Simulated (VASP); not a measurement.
The system is Mn2As2H.

```
As Mn H
1.0
     1.99158    3.44951    0.00000
    -1.99158    3.44951    0.00000
     0.00000    0.00000    6.56382
As Mn H
2 2 1
Direct
  0.33330 0.33340 0.26000
  0.66670 0.66660 0.74000
  0.33330 0.33340 0.62000
  0.66670 0.66660 0.38000
  0.00000 0.00000 0.00000
```

- Program: VASP 6.6.1
- Task: relaxation of cell and atoms
- Functional: PBE
- Potentials or basis: VASP PAW PBE potentials, release 64 (As, Mn_pv, H)
- Cutoff: 600 eV
- k mesh: 5 × 5 × 3
- Occupations: fermi-dirac, width 0.1255 eV
- Spin: no spin polarisation

At the start: pressure -9.5 GPa; volume 18.04 Å³/atom.

Q: How do energy, volume and symmetry change on relaxing?

A: Over 18 steps the energy falls by 305.6 meV/atom and the volume is 13.92 Å³/atom (-22.8 %); space group P-3m1 (No. 164, to 0.1 Å) before and after.

The path:
```
step  energy change (eV)  largest force (eV/Å)  pressure (GPa)  volume (Å³)
   1              0.0000                0.3795           -9.48        90.19
   2             -0.3862                1.9841            4.56        76.92
   3             -0.4111                1.5469            1.11        79.22
   4             -0.6469                1.1084            1.14        76.42
   5             -0.8387                2.0511            2.52        71.61
   6             -1.0619                1.9449            0.13        71.22
   7             -1.4099                0.9062           -4.95        70.01
   8             -1.4119                0.7919           -4.67        70.14
   9             -1.4732                0.5540            0.44        67.50
  10             -1.4761                0.5956           -0.56        67.93
  11             -1.4940                0.4212            0.14        67.88
  12             -1.5083                0.2031            1.40        67.79
  13             -1.5195                0.1668            0.32        68.65
  14             -1.5244                0.1268           -0.86        69.67
  15             -1.5274                0.0524            0.16        69.51
  16             -1.5274                0.0292            0.05        69.53
  17             -1.5277                0.0155           -0.01        69.55
  18             -1.5278                0.0034           -0.07        69.58
```

Final structure:
```
As Mn H
1.0
     1.69489    2.93563    0.00000
    -1.69321    2.93466    0.00044
    -0.00077    0.00045    6.99710
As Mn H
2 2 1
Cartesian
  -0.0001 1.9572 1.5015
  0.0010 3.9136 5.4961
  0.0000 1.9571 4.0554
  0.0009 3.9136 2.9422
  -1.6932 2.9347 0.0004
```

Caveat: the k points lie up to 0.43 Å⁻¹ apart in the final cell, too coarse for converged energies and pressures of a metal; the volume moved by over 15 % at a fixed basis, so the end points are rough; the run has no spin polarisation, though such a crystal can be magnetic.
